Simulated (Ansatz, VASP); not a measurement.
**Two plane-wave programs on Al**

```
CELL_PARAMETERS angstrom
0.00000 2.02481 2.02481
2.02481 0.00000 2.02481
2.02481 2.02481 0.00000
ATOMIC_POSITIONS crystal
Al 0.00000 0.00000 0.00000
```

Alike in both runs: task single point; functional PBE; k mesh 13 × 13 × 13; occupations fermi-dirac, width 0.1 eV; no spin polarisation.

|  | VASP | Ansatz |
| --- | --- | --- |
| version | VASP 6.6.1 | Ansatz 0.2.0 |
| potentials or method | VASP PAW PBE potentials, release 64 (Al), cutoff 500 eV | plane waves, PAW |
| valence electrons in the cell | 3 | 3 |

|  | VASP | Ansatz | Ansatz less VASP |
| --- | --- | --- | --- |
| pressure (GPa) | -0.6 | -0.6 | +0.03 |
